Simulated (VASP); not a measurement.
## CoH4: single point with PBE

Crystal: CoH4.

```
CELL_PARAMETERS angstrom
2.94817 0.00000 0.00000
-1.47408 2.55319 0.00000
0.00000 0.00000 3.12642
ATOMIC_POSITIONS crystal
Co 0.00000 0.00000 0.50000
H 0.50000 0.00000 0.00000
H 0.00000 0.50000 0.00000
H 0.50000 0.50000 0.00000
H 0.00000 0.00000 0.00000
```

The cell was built from a structure type or drawn by symmetry, and may not be a known phase.

- Program: VASP 6.6.1
- Task: single point
- Functional: PBE
- Potentials or basis: VASP PAW PBE potentials, release 64 (Co_sv, H)
- Cutoff: 600 eV
- k mesh: 6 × 6 × 6
- Occupations: gaussian, width 0.1 eV
- Spin: collinear spin, ferromagnetic start
- Starting moments: [3.0, 0.0, 0.0, 0.0, 0.0] μB

| Quantity | Value |
| --- | --- |
| Pressure | -1.9 GPa |
| Net moment | 0.62 μB per cell |
| Site moments | Co +0.63; H +0.00, -0.01 (each value once) μB |
| Valence electrons inside the program's atomic spheres | Co 15.14; H 0.45, 0.59 (each value once) |

Stress tensor (GPa, compression positive):
```
-1.72  0.00  0.00
 0.00 -1.72  0.00
 0.00  0.00 -2.17
```

Levels at points of the mesh, in eV from the Fermi level:
Spin up:
| k point | band 7 | band 8 | band 9 | band 10 | band 11 | band 12 | band 13 | band 14 | band 15 | band 16 |
| --- | --- | --- | --- | --- | --- | --- | --- | --- | --- | --- |
| (0.00, 0.00, 0.00) | -2.07 | -2.07 | -1.32 | -1.32 | 4.25 | 4.67 | 5.43 | 5.43 | 7.83 | 10.85 |
| (0.50, 0.00, 0.00) | -3.96 | -2.24 | -1.49 | -0.71 | -0.31 | 1.29 | 4.13 | 7.69 | 10.31 | 11.94 |
| (0.00, 0.00, 0.50) | -1.83 | -1.83 | -1.66 | -1.66 | -1.64 | 3.90 | 4.83 | 4.83 | 13.97 | 14.88 |
| (0.50, 0.00, 0.50) | -2.81 | -2.78 | -1.62 | -0.68 | 0.16 | 0.77 | 1.93 | 3.64 | 4.33 | 12.11 |
Spin down:
```tsv
k point	band 6	band 7	band 8	band 9	band 10	band 11	band 12	band 13	band 14	band 15
(0.00, 0.00, 0.00)	-4.13	-1.45	-1.45	-0.81	-0.81	4.33	4.66	5.57	5.57	8.13
(0.50, 0.00, 0.00)	-9.23	-3.56	-1.80	-0.99	0.07	0.39	1.31	4.38	7.72	10.34
(0.00, 0.00, 0.50)	-4.91	-1.36	-1.36	-1.03	-0.95	-0.95	3.85	4.84	4.84	13.97
(0.50, 0.00, 0.50)	-8.82	-2.43	-2.28	-0.94	0.10	0.64	0.77	1.91	3.94	4.51
```

Wall time 36 s on 1 thread of Intel(R) Xeon(R) Platinum 8259CL CPU @ 2.50GHz (Skylake/Cascade Lake) (shared host), peak memory 0.17 GiB.

Caveat: the k points lie up to 0.41 Å⁻¹ apart.
